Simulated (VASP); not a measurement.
Input of a VASP 6.6.1 run:

The input INCAR:

```
  PREC = Accurate
  ENCUT = 520
  EDIFF = 1E-6
  ISMEAR = 0
  SIGMA = 0.02
  LREAL = Auto
  LASPH = True
  NELM = 100
  ALGO = Normal
  ISIF = 2
  LWAVE = False
  LCHARG = False
  GGA = PE
  NELECT = 128.0
  NBANDS = 86
```

File KPOINTS:

```
Automatic mesh
0
Gamma
  2 2 2
  0.5 0.5 0.5
```

File POSCAR:

```
Si16HC16
1.0
    4.3797259441      4.3797259441      4.3797259441
   -4.3797259441      4.3797259441     -4.3797259441
   -4.3797259441     -4.3797259441      4.3797259441
Si C H
16 16 1
Direct
    0.2527082777      0.0018539973      0.0000000000
    0.2490491446      0.7503058506      0.2520228467
    0.4798333336      0.7298231763      0.0000000000
    0.2516340095      0.5015601497      0.5027880804
    0.5003645269      0.4989887559      0.2520076631
    0.7518985302      0.5026564511      0.0000000000
    0.2483568639      0.2469810928      0.7479923497
    0.5013435836      0.2512757679      0.4999980656
    0.7522213814      0.2570891454      0.2506712781
    0.0017692888      0.2517157498      0.0000000000
    0.5015501034      0.0064178673      0.7493287347
    0.7488459419     -0.0012279307      0.4972119324
    0.0071715674      0.0021653181      0.2506873750
    0.7564842052      0.7514778418      0.7493125236
    0.0013455180      0.7512777151      0.5000019471
   -0.0029737020      0.4982830040      0.7479771661
    0.5017871045      0.2504648725      0.2507413738
    0.5008747186      0.0004807378      0.4979972555
    0.7476829696     -0.0023789160      0.2360813241
    0.5116016455      0.7615397727      0.7639186887
    0.7505453633      0.7508049686      0.4979969130
    0.0005205805      0.7517242042      0.2507428579
    0.4985212609      0.4945516061      0.0000000000
    0.7497777354      0.5009813463      0.7492571549
    0.0028774631      0.5024834951      0.5020027573
    0.2525837265      0.5025221962      0.2535033046
    0.7522462688      0.2538577788      0.0000000000
   -0.0009196922      0.2490188916      0.7464965940
    0.2525484503      0.2528080556      0.5020030998
    0.0039074363      0.0021907763      0.0000001142
    0.2510457307     -0.0002766155      0.7492585248
    0.2445675857      0.7484646395      0.0000000000
    0.6675666554     -0.0827225275      0.0000000000
```

Potentials or basis: VASP PAW PBE potentials, release 64 (Si, C, H).

Command:

```bash
$ cat potpaw_PBE.64/Si/POTCAR potpaw_PBE.64/C/POTCAR potpaw_PBE.64/H/POTCAR > POTCAR
$ mpirun -np 1 vasp_std > vasp.out
```

Q: What does it give for the largest force?

A: 0.023 eV/Å.

Forces on the atoms (eV/Å):
```
Si   0.000 -0.006  0.000
Si   0.005  0.001  0.000
Si   0.002  0.023  0.002
Si   0.002  0.003 -0.003
Si   0.000  0.001 -0.005
Si   0.001 -0.005  0.001
Si  -0.005  0.001  0.000
Si   0.000  0.000  0.000
Si   0.000 -0.007 -0.001
Si   0.000 -0.002  0.000
Si  -0.001 -0.007  0.000
Si  -0.003  0.003  0.002
Si   0.001 -0.007  0.000
Si   0.000 -0.007  0.001
Si   0.000  0.000  0.000
Si   0.000  0.001  0.005
C    0.003  0.007  0.011
C   -0.004 -0.005  0.001
C   -0.003  0.005  0.004
C    0.004  0.005 -0.003
C    0.000 -0.006  0.003
C   -0.011  0.008 -0.002
C   -0.004  0.009 -0.004
C   -0.002  0.008 -0.011
C    0.001 -0.005 -0.004
C    0.008  0.000 -0.008
C    0.006 -0.012  0.006
C   -0.008  0.000  0.008
C    0.003 -0.006  0.000
C   -0.005 -0.012 -0.005
C    0.011  0.007  0.003
C    0.003  0.010  0.003
H   -0.002 -0.006 -0.002
```

Caveat: the cell carries a net charge on a neutralising background, which shifts energy and pressure.
